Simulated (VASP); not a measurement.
Here is a VASP 6.6.1 calculation.

INCAR

```
SYSTEM = ZrNbGe2
PREC = Accurate
ENCUT = 600
EDIFF = 1E-6
ISMEAR = 0
SIGMA = 0.1
LREAL = .FALSE.
LASPH = .TRUE.
NELM = 80
ALGO = Normal
ISIF = 3
LWAVE = .FALSE.
LCHARG = .FALSE.
GGA = PE
IBRION = 2
NSW = 90
EDIFFG = -0.04
```

File KPOINTS:

```
Automatic mesh
0
G
  4 4 4
  0 0 0
```

File POSCAR:

```
ZrNbGe2
1.0
   -2.7374936100      2.7374936100      2.9010979500
    2.7374936100     -2.7374936100      2.9010979500
    2.7374936100      2.7374936100     -2.9010979500
Zr Nb Ge
1 1 2
Direct
    0.5000000000      0.5000000000      0.0000000000
    0.0000000000      0.0000000000      0.0000000000
    0.7500000000      0.2500000000      0.5000000000
    0.2500000000      0.7500000000      0.5000000000
```

Potentials or basis: VASP PAW PBE potentials, release 64 (Zr_sv, Nb_sv, Ge_d).

Run with:

```sh
$ cat potpaw_PBE.64/Zr_sv/POTCAR potpaw_PBE.64/Nb_sv/POTCAR potpaw_PBE.64/Ge_d/POTCAR > POTCAR
$ mpirun -np 1 vasp_std > vasp.out
```

Problem. Estimate the relaxed cell.

Solution. a = 4.554 Å, b = 4.554 Å, c = 4.554 Å, α = 114.42°, β = 114.42°, γ = 99.96°.

Problem. Predict the band gap on the k mesh.

Solution. Zero (an odd number of electrons rules out a gap without spin polarisation).

Problem. What does it give for the relaxed volume?

Solution. 17.81 Å³/atom.

Final structure:
```yaml
crystal:
  lattice:
    - [-2.46629, 2.46629, 2.92851]
    - [2.46629, -2.46629, 2.92851]
    - [2.46629, 2.46629, -2.92851]
  atoms:
    - { symbol: Zr, position: [0.50000, 0.50000, 0.00000] }
    - { symbol: Nb, position: [0.00000, 0.00000, 0.00000] }
    - { symbol: Ge, position: [0.75000, 0.25000, 0.50000] }
    - { symbol: Ge, position: [0.25000, 0.75000, 0.50000] }
```

Caveat: the k points lie up to 0.42 Å⁻¹ apart in the final cell, too coarse for converged energies and pressures of a metal; the volume moved by over 15 % at a fixed basis, so the end points are rough.
